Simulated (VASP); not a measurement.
# BaTe (Fm-3m) in VASP: settings compared

BaTe is run at these levels: PBE, RPBE; tasks: single point.

Program: VASP 6.6.1. These are calculated values, not measurements. Logs are shortened: lines on timing, memory, paths and dates and some standing lists are left out, and cuts for length are marked.

### 1 The cell of the first run

Symmetry: Fm-3m, No. 225, cubic system. Conventional cell: a = 7.059 Å, b = 7.059 Å, c = 7.059 Å, α = 90.00°, β = 90.00°, γ = 90.00°. Within 4.6 Å of Ba (site symmetry m-3m) lie 6 Te at 3.53 Å. Te (site symmetry m-3m) has 6 Ba at 3.53 Å within 4.6 Å.

### 2 Single point, PBE

INCAR

```
ALGO = Normal ; EDIFF = 1E-6
ENCUT = 520 ; GGA = PE
ISIF = 2 ; ISMEAR = -1
LASPH = True ; LCHARG = False
LREAL = False ; LWAVE = False
NBANDS = 15 ; NELM = 60
PREC = Accurate ; SIGMA = 0.1
```

KPOINTS

```
k-points
0
Gamma
  5 5 5
```

POSCAR

```
BaTe
1.0
    0.0000000000      3.5293130000      3.5293130000
    3.5293130000      0.0000000000      3.5293130000
    3.5293130000      3.5293130000      0.0000000000
Ba Te
1 1
Direct
    0.0000000000      0.0000000000      0.0000000000
    0.5000000000      0.5000000000      0.5000000000
```

Potentials or basis: VASP PAW PBE potentials, release 64 (Ba_sv, Te).

On the command line:

```
$ cat potpaw_PBE.64/Ba_sv/POTCAR potpaw_PBE.64/Te/POTCAR > POTCAR
$ mpirun -np 1 vasp_std > vasp.out
```

OUTCAR:

```text
EDIFF = 1E-6
   ENCUT = 520
   GGA = PE
   ISIF = 2
   ISMEAR = -1
   LASPH = True
   LREAL = False
   NELM = 60
   PREC = Accurate

 ion  position               nearest neighbor table
   1  0.000  0.000  0.000-   2 3.53   2 3.53   2 3.53   2 3.53   2 3.53   2 3.53
   2  0.500  0.500  0.500-   1 3.53   1 3.53   1 3.53   1 3.53   1 3.53   1 3.53

  LATTYP: Found a face centered cubic cell.
 ALAT       =     7.0586260000

  Lattice vectors:

 A1 = (   0.0000000000,   3.5293130000,   3.5293130000)
 A2 = (   3.5293130000,   0.0000000000,   3.5293130000)
 A3 = (   3.5293130000,   3.5293130000,   0.0000000000)

Analysis of symmetry for initial positions (statically):
=====================================================================
 Subroutine PRICEL returns:
 Original cell was already a primitive cell.

 Routine SETGRP: Setting up the symmetry group for a
 face centered cubic supercell.

 Subroutine GETGRP returns: Found 48 space group operations
 (whereof 48 operations were pure point group operations)
 out of a pool of 48 trial point group operations.

The static configuration has the point symmetry O_h .

Analysis of symmetry for dynamics (positions and initial velocities):
=====================================================================
 Subroutine PRICEL returns:
 Original cell was already a primitive cell.

 Routine SETGRP: Setting up the symmetry group for a
 face centered cubic supercell.

 Subroutine GETGRP returns: Found 48 space group operations
 (whereof 48 operations were pure point group operations)
 out of a pool of 48 trial point group operations.

The dynamic configuration has the point symmetry O_h .

 Subroutine INISYM returns: Found 48 space group operations
 (whereof 48 operations are pure point group operations),
 and found     1 'primitive' translations

----------------------------------------------------------------------------------------

                                     Primitive cell

  volume of cell :      87.9226

  direct lattice vectors                    reciprocal lattice vectors
     0.000000000  3.529313000  3.529313000    -0.141670631  0.141670631  0.141670631
     3.529313000  0.000000000  3.529313000     0.141670631 -0.141670631  0.141670631
     3.529313000  3.529313000  0.000000000     0.141670631  0.141670631 -0.141670631

  length of vectors
[... 75 lines left out ...]
   POTIM  = 0.5000    time-step for ionic-motion
   TEBEG  =    0.0;   TEEND  =   0.0 temperature during run
   PSTRESS=    0.0 pullay stress
   NELECT =      16.0000    total number of electrons
   NUPDOWN=      -1.0000    fix difference up-down
   EMIN   =  10.00;   EMAX   =-10.00  energy-range for DOS
   EFERMI =   0.00;   METHOD = LEGACY
   ISMEAR =    -1;   SIGMA  =   0.10  broadening in eV -4-tet -1-fermi 0-gaus
   EFERMI_NEDOS =   21; number of points for ismear=-14 and -15
   IALGO  =     38    algorithm
   IMIX   =      4    mixing-type and parameters
     AMIX     =   0.40;   BMIX     =  1.00
     AMIX_MAG =   1.60;   BMIX_MAG =  1.00
  volume/ion in A,a.u.               =      43.96       296.67
  Fermi-wavevector in a.u.,A,eV,Ry     =   0.927715  1.753127 11.709928  0.860655
  Thomas-Fermi vector in A             =   2.053815
   LORBIT       =      0    0 simple, 1 ext, 2 COOP (PROOUT), +10 PAW based schemes
   GGA     = PE    functional components
   LHFCALC =     F    Hartree Fock is set to
   AEXX    =    0.0000 exact exchange contribution
   IVDW    =     0    specifies the selected vdW correction
   LEPSILON=     F    determine dielectric tensor
   LRPA    =     F    only Hartree local field effects (RPA)
 non-spin polarized calculation
  energy-cutoff  :      520.00
  volume of cell :       87.92
 maximum number of plane-waves:      2421
 NGX is ok and might be reduce to    40
   NGX = 19   NGY = 19   NGZ = 19

 number of electron      16.0000000 magnetization

 Free energy of the ion-electron system (eV)
  ---------------------------------------------------
  ext. energy  EPLUGINS =         0.00000000
  ---------------------------------------------------
  free energy    TOTEN  =        -8.62627529 eV

  energy without entropy =       -8.62623443  energy(sigma->0) =       -8.62625486

 E-fermi :   2.9409     XC(G=0):  -8.1455

 val. band max:        2.1232808017   @ k =   0.0000   0.0000   0.0000
 cond. band min:       3.7859033166   @ k =   0.4000   0.4000   0.0000
 fundamental gap:      1.6626225148
 Fermi energy:         2.9409493005

 k-point     1 :       0.0000    0.0000    0.0000
  band No.  band energies     occupation
      1     -24.9651      2.00000
      2     -10.1105      2.00000
      3     -10.1105      2.00000
      4     -10.1105      2.00000
      5      -7.3628      2.00000
      6       2.1233      1.99944
      7       2.1233      1.99944
      8       2.1233      1.99944
      9       4.9367      0.00000
     10       5.0621      0.00000
     11       5.0621      0.00000
     12       5.0621      0.00000
     13       5.6526      0.00000
     14       5.6526      0.00000
[... 149 lines left out ...]
      2     -10.3219      2.00000
      3     -10.2161      2.00000
      4     -10.1782      2.00000
      5      -6.9536      2.00000
      6       0.6890      2.00000
      7       1.1621      2.00000
      8       1.3177      2.00000
      9       5.1226      0.00000
     10       6.3266      0.00000
     11       6.7472      0.00000
     12       7.5561      0.00000
     13       7.7619      0.00000
     14       8.9019      0.00000
     15       9.9458      0.00000

------------------------ aborting loop because EDIFF is reached ----------------------------------------

  FORCE on cell =-STRESS in cart. coord.  units (eV):
  Direction    XX          YY          ZZ          XY          YZ          ZX
  --------------------------------------------------------------------------------------
  -------------------------------------------------------------------------------------
  Total        0.2144895      0.2144895      0.2144895     -0.0000000      0.0000000     -0.0000000
  in kB        3.9085545      3.9085545      3.9085545     -0.0000000      0.0000000     -0.0000000
  external PRESSURE =       3.9085545 kB  Pullay stress =       0.0000000 kB

 VOLUME and BASIS-vectors are now :
 -----------------------------------------------------------------------------
  energy-cutoff  :      520.00
  volume of cell :       87.92
      direct lattice vectors                 reciprocal lattice vectors
     0.000000000  3.529313000  3.529313000    -0.141670631  0.141670631  0.141670631
     3.529313000  0.000000000  3.529313000     0.141670631 -0.141670631  0.141670631
     3.529313000  3.529313000  0.000000000     0.141670631  0.141670631 -0.141670631

 POSITION                                       TOTAL-FORCE (eV/Angst)
 -----------------------------------------------------------------------------------
      0.00000      0.00000      0.00000         0.000000      0.000000      0.000000
      3.52931      3.52931      3.52931        -0.000000      0.000000      0.000000
 -----------------------------------------------------------------------------------
    total drift:                                0.000000     -0.000000     -0.000000

  FREE ENERGIE OF THE ION-ELECTRON SYSTEM (eV)
  ---------------------------------------------------
  free  energy   TOTEN  =        -8.6262752854 eV

  energy  without entropy=       -8.6262344289  energy(sigma->0) =       -8.62625486
```

OSZICAR:

```text
N       E                     dE             d eps       ncg     rms          rms(c)
DAV:   1     0.934357331246E+02    0.93436E+02   -0.64415E+03   300   0.907E+02
DAV:   2    -0.195505014210E+01   -0.95391E+02   -0.88398E+02   405   0.156E+02
DAV:   3    -0.855265162409E+01   -0.65976E+01   -0.65406E+01   385   0.448E+01
DAV:   4    -0.873080625240E+01   -0.17815E+00   -0.17809E+00   440   0.728E+00
DAV:   5    -0.873259391322E+01   -0.17877E-02   -0.17876E-02   393   0.721E-01    0.359E+00
DAV:   6    -0.861616900469E+01    0.11642E+00   -0.13463E-01   363   0.182E+00    0.236E+00
DAV:   7    -0.861866339274E+01   -0.24944E-02   -0.11106E-01   370   0.185E+00    0.835E-01
DAV:   8    -0.862566417834E+01   -0.70008E-02   -0.15461E-02   314   0.826E-01    0.202E-01
DAV:   9    -0.862603970851E+01   -0.37553E-03   -0.86686E-04   384   0.185E-01    0.655E-02
DAV:  10    -0.862626648435E+01   -0.22678E-03   -0.42344E-04   321   0.139E-01    0.267E-02
DAV:  11    -0.862627856873E+01   -0.12084E-04   -0.40242E-05   385   0.360E-02    0.242E-02
DAV:  12    -0.862627404331E+01    0.45254E-05   -0.14470E-05   349   0.193E-02    0.140E-02
DAV:  13    -0.862627510065E+01   -0.10573E-05   -0.10031E-06   271   0.621E-03    0.194E-03
DAV:  14    -0.862627528540E+01   -0.18475E-06   -0.66644E-08   171   0.160E-03
   1 F= -.86262753E+01 E0= -.86262549E+01  d E =-.408565E-04
```

Run time: 25 s. Hardware: 1 thread of Intel Xeon 8259CL, shared host; peak memory 0.23 GiB.

What came out:

| Item | Value |
| --- | --- |
| Free energy | -8.6263 eV |
| Pressure | 0.4 GPa |
| Band gap on the k mesh | 1.66 eV (least direct gap 2.04 eV) |

Caveat: spin-orbit coupling is left out, which moves the levels of the heavy elements; an odd mesh through Γ misses points on the zone boundary, where band edges can lie.

### 3 Single point, RPBE

INCAR

```
SYSTEM = BaTe
PREC = Accurate ; ENCUT = 520
EDIFF = 1E-7 ; ISMEAR = -1
SIGMA = 0.1 ; LREAL = .False.
LASPH = .True. ; NELM = 60
ALGO = Normal ; ISIF = 2
LWAVE = .False. ; LCHARG = .False.
GGA = RP ; ISYM = 0
NBANDS = 15
```

KPOINTS

```
Automatic mesh
0
Gamma
  5 5 5
  0 0 0
```

POSCAR is that of step 2.

Potentials or basis: VASP PAW PBE potentials, release 64 (Ba_sv, Te).

On the command line:

```
$ cat potpaw_PBE.64/Ba_sv/POTCAR potpaw_PBE.64/Te/POTCAR > POTCAR
$ mpirun -np 1 vasp_std > vasp.out
```

Run time: 2.2 min. Hardware: 1 thread of Intel Xeon 8259CL, shared host; peak memory 0.29 GiB.

The run converged. Its results:

| Item | Value |
| --- | --- |
| Free energy | -8.0663 eV |
| Pressure | 1.6 GPa |
| Band gap on the k mesh | 1.78 eV (least direct gap 2.15 eV) |

Levels at points of the mesh, in eV from the valence-band top:
```csv
k point,band 6,band 7,band 8,band 9,band 10,band 11
"(0.00, 0.00, 0.00)",0.00,0.00,0.00,3.00,3.03,3.03
```

Caveat: the PAW data sets were made with another functional, which shifts forces and pressure a little; spin-orbit coupling is left out, which moves the levels of the heavy elements; an odd mesh through Γ misses points on the zone boundary, where band edges can lie.
